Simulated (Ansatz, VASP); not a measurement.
## Two plane-wave programs on As5S

```
As S
1.0
     3.10509    0.00000    0.00000
    -1.55255    2.68909    0.00000
     0.00000    0.00000   15.38422
As S
5 1
Direct
  0.66667 0.33333 0.87814
  0.00000 0.00000 0.63812
  0.66667 0.33333 0.50000
  0.00000 0.00000 0.36188
  0.66667 0.33333 0.12186
  0.00000 0.00000 0.00000
```

Change from the starting cell: species swapped into the Ca5Mg type (P-6m2, No. 187).

Alike in both runs: functional PBE; k mesh 6 × 6 × 1; occupations gaussian, width 0.1 eV; no spin polarisation.

Ansatz relaxed the structure, and its values are those at the end. VASP's run is a single point on that final structure, the one shown.

|  | VASP | Ansatz |
| --- | --- | --- |
| version | VASP 6.6.1 | Ansatz 0.2.0 |
| potentials or method | VASP PAW PBE potentials, release 64 (As, S), cutoff 520 eV | scalar-relativistic, plane waves, PAW |
| valence electrons in the cell | 31 | 81 |

```tsv
	VASP	Ansatz	Ansatz less VASP
gap on the k mesh at the Fermi level (eV)	none	none	-
pressure (GPa)	0.1	0.0	-0.07
rms of the force components (eV/Å)	0.014	0.007	-0.0069
```

A gap of «none» marks a metal or a gap that the smearing closes. VASP's potentials hold 31 valence electrons a cell and Ansatz's 81, so a difference there can come from the potentials and not from the codes.

The k mesh is coarse, so the values compare programs but aren't converged.
